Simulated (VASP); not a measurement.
A run of VASP 6.6.1 is set up as follows.

Contents of INCAR:

```
SYSTEM = GaN
ALGO = Normal ; EDIFF = 1E-7
ENCUT = 520 ; GGA = PE
ISIF = 2 ; ISMEAR = -1
LASPH = .True. ; LCHARG = .True.
LELF = .True. ; LREAL = .False.
LVHAR = .True. ; LWAVE = .False.
NBANDS = 16 ; NELM = 80
PREC = Accurate ; SIGMA = 0.08
```

File KPOINTS:

```
k-points
0
Gamma
  16 16 16
  0 0 0
```

POSCAR

```
GaN
1.0
    0.0000000000      2.0831165341      2.0831165341
    2.0831165341      0.0000000000      2.0831165341
    2.0831165341      2.0831165341      0.0000000000
Ga N
1 1
Direct
    0.0000000000      0.0000000000      0.0000000000
    0.5000000000      0.5000000000      0.5000000000
```

Potentials or basis: VASP PAW PBE potentials, release 64 (Ga_d, N).

Command:

```sh
$ cat potpaw_PBE.64/Ga_d/POTCAR potpaw_PBE.64/N/POTCAR > POTCAR
$ mpirun -np 1 vasp_std > vasp.out
```

Question: Estimate the pressure.

Answer: 18.9 GPa.

Question: Estimate the band gap on the k mesh.

Answer: 0.87 eV, indirect (least direct gap 3.30 eV).

A k mesh can miss the band edges.
